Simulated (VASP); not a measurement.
Input of a VASP 6.6.1 run:

File INCAR:

```
SYSTEM = W
PREC     = Accurate       ! precision mode
ENCUT    = 520            ! plane-wave cutoff, eV
EDIFF    = 1E-6           ! SCF threshold, eV
ISMEAR   = -1             ! smearing method
SIGMA    = 0.08           ! smearing width, eV
LREAL    = .False.        ! projectors in reciprocal space
LASPH    = .True.         ! aspherical terms in the spheres
NELM     = 80             ! most SCF steps
ALGO     = Normal         ! electronic algorithm
ISIF     = 2              ! what is computed and relaxed
LWAVE    = .False.        ! write WAVECAR
LCHARG   = .False.        ! write CHGCAR
LDIPOL   = .True.       
IDIPOL   = 3            
DIPOL    = 0.5 0.5 0.500
GGA      = PE             ! functional
NBANDS   = 28             ! bands
```

KPOINTS

```
regular mesh
0
Gamma
  9 9 1
  0 0 0
```

The input POSCAR:

```
W
1.0
    4.5020337158      0.0000000000      0.0000000000
   -2.2510168579      3.8988755666      0.0000000000
    0.0000000000      0.0000000000     17.8379000000
W
3
Direct
    0.1666666665      0.3333333335      0.4484819523
    0.5000000005      0.9999999995      0.4999999998
    0.8333333335      0.6666666665      0.5515180477
```

Potentials or basis: VASP PAW PBE potentials, release 64 (W_sv).

The run is started by

```sh
$ cat potpaw_PBE.64/W_sv/POTCAR > POTCAR
$ mpirun -np 1 vasp_std > vasp.out
```

**Question.** Estimate the largest force.

**Answer.** 2.952 eV/Å.

**Question.** What does it give for the band gap on the k mesh?

**Answer.** Zero (band 21 reaches -1.64 eV, above the bottom of band 22 at -1.97 eV).

Forces in eV/Å, atoms in the order of the input:
```
W    0.000  0.000  2.952
W    0.000  0.000  0.000
W    0.000  0.000 -2.952
```

Caveat: spin-orbit coupling is left out, which moves the levels of the heavy elements.
